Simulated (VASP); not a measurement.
## F: single point with PBEsol

F:

```xyz
4
Lattice="2.9955 -1.7839 0.1771 2.9955 1.7839 0.1771 -1.2195 0.0000 6.9376" Properties=species:S:1:pos:R:3 pbc="T T T"
F     4.4049   -0.6433    0.9146
F     0.9763   -0.6433    2.9084
F     0.3666    0.6433    6.3773
F     3.7952    0.6433    4.3834
```

This cell differs from its parent crystal: volume scaled by 1.03, then relaxed in part.

| Quantity | Value |
| --- | --- |
| Program | VASP 6.6.1 |
| Task | single point |
| Functional | PBEsol |
| Potentials or basis | VASP PAW PBE potentials, release 64 (F) |
| Cutoff | 520 eV |
| k mesh | 8 × 8 × 4 |
| Occupations | gaussian, width 0.02 eV |
| Spin | no spin polarisation |

```yaml
Pressure: 0.3 GPa
Largest_force: 0.433 eV/Å
Band_gap_on_the_k_mesh: 3.06 eV, direct
```

Forces on the atoms (eV/Å):
```
F   -0.055  0.156  0.401
F    0.055  0.156 -0.401
F    0.055 -0.156 -0.401
F   -0.055 -0.156  0.401
```

Stress tensor (GPa, compression positive):
```
-0.45  0.00 -0.28
 0.00 -0.20  0.00
-0.28  0.00  1.65
```

Levels at points of the mesh, in eV from the valence-band top:
| k point | band 11 | band 12 | band 13 | band 14 | band 15 | band 16 | band 17 | band 18 |
| --- | --- | --- | --- | --- | --- | --- | --- | --- |
| (0.00, 0.00, 0.00) | -0.28 | -0.07 | -0.03 | 0.00 | 3.06 | 3.85 | 8.73 | 11.15 |
| (0.50, 0.00, 0.00) | -0.28 | -0.25 | -0.11 | -0.08 | 3.53 | 3.54 | 12.70 | 12.73 |
| (0.50, 0.50, 0.00) | -0.46 | -0.34 | -0.10 | -0.02 | 3.24 | 3.81 | 12.44 | 13.60 |
| (0.00, 0.00, 0.50) | -0.16 | -0.16 | -0.04 | -0.04 | 3.43 | 3.43 | 9.57 | 9.57 |
| (0.50, 0.00, 0.50) | -0.25 | -0.22 | -0.11 | -0.04 | 3.49 | 3.53 | 13.13 | 13.26 |
| (0.50, 0.50, 0.50) | -0.27 | -0.27 | -0.19 | -0.19 | 3.52 | 3.52 | 12.92 | 12.92 |

Wall time 52 s on 1 thread of Intel(R) Xeon(R) 6975P-C (Granite Rapids) (shared host), peak memory 0.23 GiB.

Caveat: the PAW data sets were made with another functional, which shifts forces and pressure a little. A k mesh can miss the band edges.
